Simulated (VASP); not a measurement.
# SiC (Moissanite 3C) (F-43m) in VASP: settings compared

The runs below take SiC (Moissanite 3C) through single point, with LDA, PBE, revPBE+D3(BJ), PBEsol.

Program: VASP 6.6.1. These are calculated values, not measurements. Logs are shortened: lines on timing, memory, paths and dates and some standing lists are left out, and cuts for length are marked.

**Measured values to compare with.**

From “Insight into the structural, elastic and electronic properties of a new orthorhombic 6O-SiC polytype”, 2020, pmc:7200658, for a bulk crystal of SiC: band gap 2.4 eV (indirect).

How close the calculation comes is told below.

## Step 1: The cell of the first run

Symmetry: F-43m, No. 216, cubic system. The conventional cell has a = 4.358 Å, b = 4.358 Å, c = 4.358 Å, α = 90.00°, β = 90.00°, γ = 90.00°. Si (site symmetry -43m) has 4 C at 1.89 Å within 2.5 Å. C (site symmetry -43m) has 4 Si at 1.89 Å within 2.5 Å.

## Step 2: Single point, LDA

INCAR reads:

```
PREC = Accurate
ENCUT = 600
EDIFF = 1E-6
ISMEAR = 1
SIGMA = 0.005
LREAL = False
LASPH = True
NELM = 120
ALGO = Normal
ISIF = 2
LWAVE = False
LCHARG = False
NBANDS = 11
GGA_COMPAT = False
```

KPOINTS reads:

```
Automatic mesh
0
Gamma
  9 9 9
```

POSCAR reads:

```
SiC
1.0
    0.0000000000      2.1790000000      2.1790000000
    2.1790000000      0.0000000000      2.1790000000
    2.1790000000      2.1790000000      0.0000000000
Si C
1 1
Direct
    0.0000000000      0.0000000000      0.0000000000
    0.7500000000      0.7500000000      0.7500000000
```

Potentials or basis: VASP PAW LDA potentials, release 64 (Si, C).

On the command line:

```sh
> cat potpaw_LDA.64/Si/POTCAR potpaw_LDA.64/C/POTCAR > POTCAR
> mpirun -np 1 vasp_std > vasp.out
```

OUTCAR:

```text
PREC = Accurate
   ENCUT = 600
   EDIFF = 1E-6
   ISMEAR = 1
   LREAL = False
   LASPH = True
   NELM = 120
   ISIF = 2

 ion  position               nearest neighbor table
   1  0.000  0.000  0.000-   2 1.89   2 1.89   2 1.89   2 1.89
   2  0.750  0.750  0.750-   1 1.89   1 1.89   1 1.89   1 1.89

  LATTYP: Found a face centered cubic cell.
 ALAT       =     4.3580000000

  Lattice vectors:

 A1 = (   0.0000000000,   2.1790000000,   2.1790000000)
 A2 = (   2.1790000000,   0.0000000000,   2.1790000000)
 A3 = (   2.1790000000,   2.1790000000,   0.0000000000)

Analysis of symmetry for initial positions (statically):
=====================================================================
 Subroutine PRICEL returns:
 Original cell was already a primitive cell.

 Routine SETGRP: Setting up the symmetry group for a
 face centered cubic supercell.

 Subroutine GETGRP returns: Found 24 space group operations
 (whereof 24 operations were pure point group operations)
 out of a pool of 48 trial point group operations.

The static configuration has the point symmetry T_d .

Analysis of symmetry for dynamics (positions and initial velocities):
=====================================================================
 Subroutine PRICEL returns:
 Original cell was already a primitive cell.

 Routine SETGRP: Setting up the symmetry group for a
 face centered cubic supercell.

 Subroutine GETGRP returns: Found 24 space group operations
 (whereof 24 operations were pure point group operations)
 out of a pool of 48 trial point group operations.

The dynamic configuration has the point symmetry T_d .

 Subroutine INISYM returns: Found 24 space group operations
 (whereof 24 operations are pure point group operations),
 and found     1 'primitive' translations

----------------------------------------------------------------------------------------

                                     Primitive cell

  volume of cell :      20.6920

  direct lattice vectors                    reciprocal lattice vectors
     0.000000000  2.179000000  2.179000000    -0.229463056  0.229463056  0.229463056
     2.179000000  0.000000000  2.179000000     0.229463056 -0.229463056  0.229463056
     2.179000000  2.179000000  0.000000000     0.229463056  0.229463056 -0.229463056

  length of vectors
     3.081571352  3.081571352  3.081571352     0.397441672  0.397441672  0.397441672

  position of ions in fractional coordinates (direct lattice)
     0.000000000  0.000000000  0.000000000
     0.750000000  0.750000000  0.750000000

  ion indices of the primitive-cell ions
   primitive index   ion index
                 1           1
                 2           2

----------------------------------------------------------------------------------------

 KPOINTS: Automatic mesh

Automatic generation of k-mesh.
 Grid dimensions read from file:
 generate k-points for:    9    9    9

 Generating k-lattice:

  Cartesian coordinates                     Fractional coordinates (reciprocal lattice)
    -0.025495895  0.025495895  0.025495895     0.111111111  0.000000000  0.000000000
     0.025495895 -0.025495895  0.025495895     0.000000000  0.111111111  0.000000000
     0.025495895  0.025495895 -0.025495895     0.000000000  0.000000000  0.111111111

  Length of vectors
     0.044160186  0.044160186  0.044160186

  Shift w.r.t. Gamma in fractional coordinates (k-lattice)
     0.000000000  0.000000000  0.000000000

 Subroutine IBZKPT returns following result:
 ===========================================

 Found     35 irreducible k-points:

 Following reciprocal coordinates:
            Coordinates               Weight
  0.000000  0.000000  0.000000      1.000000
  0.111111  0.000000  0.000000      8.000000
  0.222222  0.000000  0.000000      8.000000
  0.333333  0.000000  0.000000      8.000000
  0.444444  0.000000  0.000000      8.000000
  0.111111  0.111111  0.000000      6.000000
[... 16 lines left out ...]
 -0.333333  0.333333  0.000000     12.000000
  0.444444  0.444444  0.000000      6.000000
 [... further k-points ...]
   k-points           NKPTS =     35   k-points in BZ     NKDIM =     35   number of bands    NBANDS=     11
   number of dos      NEDOS =    301   number of ions     NIONS =      2
   total plane-waves  NPLWV =  21952
   dimension x,y,z NGX =    28 NGY =   28 NGZ =   28
   dimension x,y,z NGXF=    56 NGYF=   56 NGZF=   56
   ions per type =               1   1
   NGX,Y,Z   is equivalent  to a cutoff of  15.11, 15.11, 15.11 a.u.
   NGXF,Y,Z  is equivalent  to a cutoff of  30.21, 30.21, 30.21 a.u.
 SYSTEM =  unknown system
   PREC   = accura    normal or accurate (medium, high low for compatibility)
   ISTART =      0    job   : 0-new  1-cont  2-samecut
   ICHARG =      2    charge: 1-file 2-atom 10-const
   ISPIN  =      1    spin polarized calculation?
   LNONCOLLINEAR =      F non collinear calculations
   LSORBIT =      F    spin-orbit coupling
   LASPH  =      T    aspherical Exc in radial PAW
   ENCUT  =  600.0 eV  44.10 Ry    6.64 a.u.   6.15  6.15  6.15*2*pi/ulx,y,z
   NELM   =    120;   NELMIN=  2; NELMDL= -5     # of ELM steps
   EDIFF  = 0.1E-05   stopping-criterion for ELM
   LREAL  =      F    real-space projection
   EDIFFG = 0.1E-04   stopping-criterion for IOM
   NSW    =      0    number of steps for IOM
   IBRION =     -1    ionic relax: 0-MD 1-quasi-New 2-CG
   NFREE  =      0    steps in history (QN), initial steepest desc. (CG)
   ISIF   =      2    stress and relaxation
   ISYM   =      2    0-nonsym 1-usesym 2-fastsym
   POTIM  = 0.5000    time-step for ionic-motion
   TEBEG  =    0.0;   TEEND  =   0.0 temperature during run
   PSTRESS=    0.0 pullay stress
   NELECT =       8.0000    total number of electrons
   NUPDOWN=      -1.0000    fix difference up-down
   EMIN   =  10.00;   EMAX   =-10.00  energy-range for DOS
   EFERMI =   0.00;   METHOD = LEGACY
   ISMEAR =     1;   SIGMA  =   0.01  broadening in eV -4-tet -1-fermi 0-gaus
   EFERMI_NEDOS =   21; number of points for ismear=-14 and -15
   IALGO  =     38    algorithm
   IMIX   =      4    mixing-type and parameters
     AMIX     =   0.40;   BMIX     =  1.00
     AMIX_MAG =   1.60;   BMIX_MAG =  1.00
  volume/ion in A,a.u.               =      10.35        69.82
  Fermi-wavevector in a.u.,A,eV,Ry     =   1.192626  2.253736 19.352338  1.422357
  Thomas-Fermi vector in A             =   2.328660
   LORBIT       =      0    0 simple, 1 ext, 2 COOP (PROOUT), +10 PAW based schemes
   GGA     = CA    functional components
   LHFCALC =     F    Hartree Fock is set to
   AEXX    =    0.0000 exact exchange contribution
   IVDW    =     0    specifies the selected vdW correction
   LEPSILON=     F    determine dielectric tensor
   LRPA    =     F    only Hartree local field effects (RPA)
 non-spin polarized calculation
 Methfessel and Paxton  Order N= 1 SIGMA  =   0.01
  energy-cutoff  :      600.00
  volume of cell :       20.69
 maximum number of plane-waves:       702
 NGX is ok and might be reduce to    28
   NGX = 13   NGY = 13   NGZ = 13

 number of electron       8.0000000 magnetization

 Free energy of the ion-electron system (eV)
  ---------------------------------------------------
  ext. energy  EPLUGINS =         0.00000000
  ---------------------------------------------------
  free energy    TOTEN  =       -16.63970367 eV

  energy without entropy =      -16.63970367  energy(sigma->0) =      -16.63970367

 E-fermi :   8.1295     XC(G=0): -11.5565

 val. band max:        8.0609397764   @ k =   0.0000   0.0000   0.0000
 cond. band min:       9.5094298044   @ k =   0.4444   0.4444   0.0000
 fundamental gap:      1.4484900280
 Fermi energy:         8.1294928295

 k-point     1 :       0.0000    0.0000    0.0000
  band No.  band energies     occupation
      1      -7.2546      2.00000
      2       8.0609      2.00000
      3       8.0609      2.00000
      4       8.0609      2.00000
      5      14.3522      0.00000
      6      15.2533      0.00000
      7      15.2533      0.00000
      8      15.2533      0.00000
      9      22.5212      0.00000
     10      22.5212      0.00000
     11      24.2316      0.00000

 k-point     2 :       0.1111    0.0000    0.0000
  band No.  band energies     occupation
      1      -7.0128      2.00000
      2       6.8600      2.00000
      3       7.8976      2.00000
      4       7.8976      2.00000
      5      14.5468      0.00000
      6      15.5429      0.00000
      7      15.5429      0.00000
      8      15.6646      0.00000
      9      21.4309      0.00000
     10      21.4309      0.00000
     11      24.0295      0.00000

 k-point     3 :       0.2222    0.0000    0.0000
  band No.  band energies     occupation
      1      -6.3002      2.00000
      2       4.4379      2.00000
      3       7.5438      2.00000
      4       7.5438      2.00000
      5      14.1233      0.00000
      6      15.8762      0.00000
      7      15.8762      0.00000
      8      17.0226      0.00000
      9      20.9296      0.00000
     10      20.9296      0.00000
     11      23.1282      0.00000

 k-point     4 :       0.3333    0.0000    0.0000
  band No.  band energies     occupation
      1      -5.1755      2.00000
      2       1.9036      2.00000
      3       7.2149      2.00000
      4       7.2149      2.00000
      5      13.7007      0.00000
      6      15.6008      0.00000
      7      15.6008      0.00000
      8      17.8554      0.00000
      9      22.2378      0.00000
     10      22.2378      0.00000
     11      23.1160      0.00000
[... 239 lines left out ...]
 k-point    22 :      -0.4444    0.3333    0.0000
  band No.  band energies     occupation
      1      -2.4269      2.00000
      2       0.8556      2.00000
      3       3.0073      2.00000
      4       5.3996      2.00000
      5      10.9965      0.00000
      6      15.1806      0.00000
      7      19.7687      0.00000
      8      19.9210      0.00000
      9      21.6314      0.00000
     10      24.8121      0.00000
     11      29.5326      0.00000

 k-point    23 :      -0.3333    0.3333    0.0000
  band No.  band energies     occupation
      1      -2.5533      2.00000
      2       1.0287      2.00000
      3       2.3975      2.00000
      4       5.8827      2.00000
      5      11.8047      0.00000
      6      17.1172      0.00000
      7      18.7102      0.00000
      8      19.4503      0.00000
      9      20.8222      0.00000
     10      22.4773      0.00000
     11      29.5624      0.00000

 k-point    24 :       0.4444    0.4444    0.0000
  band No.  band energies     occupation
      1      -2.6447      2.00000
      2       0.8006      2.00000
      3       4.9335      2.00000
      4       4.9335      2.00000
      5       9.5094      0.00000
      6      12.3476      0.00000
      7      21.6304      0.00000
      8      21.6304      0.00000
      9      22.3980      0.00000
     10      27.5811      0.00000
     11      30.3785      0.00000

 [... further k-points ...]
[... 5 lines left out ...]
  --------------------------------------------------------------------------------------
  -------------------------------------------------------------------------------------
  Total       -0.5388826     -0.5388826     -0.5388826     -0.0000000     -0.0000000     -0.0000000
  in kB      -41.7256480    -41.7256480    -41.7256480     -0.0000000     -0.0000000     -0.0000000
  external PRESSURE =     -41.7256480 kB  Pullay stress =       0.0000000 kB

 VOLUME and BASIS-vectors are now :
 -----------------------------------------------------------------------------
  energy-cutoff  :      600.00
  volume of cell :       20.69
      direct lattice vectors                 reciprocal lattice vectors
     0.000000000  2.179000000  2.179000000    -0.229463056  0.229463056  0.229463056
     2.179000000  0.000000000  2.179000000     0.229463056 -0.229463056  0.229463056
     2.179000000  2.179000000  0.000000000     0.229463056  0.229463056 -0.229463056

 POSITION                                       TOTAL-FORCE (eV/Angst)
 -----------------------------------------------------------------------------------
      0.00000      0.00000      0.00000         0.000000      0.000000      0.000000
      3.26850      3.26850      3.26850        -0.000000     -0.000000     -0.000000
 -----------------------------------------------------------------------------------
    total drift:                                0.000000      0.000000      0.000000

  FREE ENERGIE OF THE ION-ELECTRON SYSTEM (eV)
  ---------------------------------------------------
  free  energy   TOTEN  =       -16.6397036662 eV

  energy  without entropy=      -16.6397036662  energy(sigma->0) =      -16.63970367
```

Wall time 5.3 s (1 thread of Intel Xeon Platinum 8559C (Emerald Rapids), shared host); peak memory 0.13 GiB.

What came out:

```
Free energy            : -16.6397 eV
Pressure               : -4.2 GPa
Band gap on the k mesh : 1.45 eV, indirect (least direct gap 4.58 eV)
```

(Part 1 of 3 ends here.)
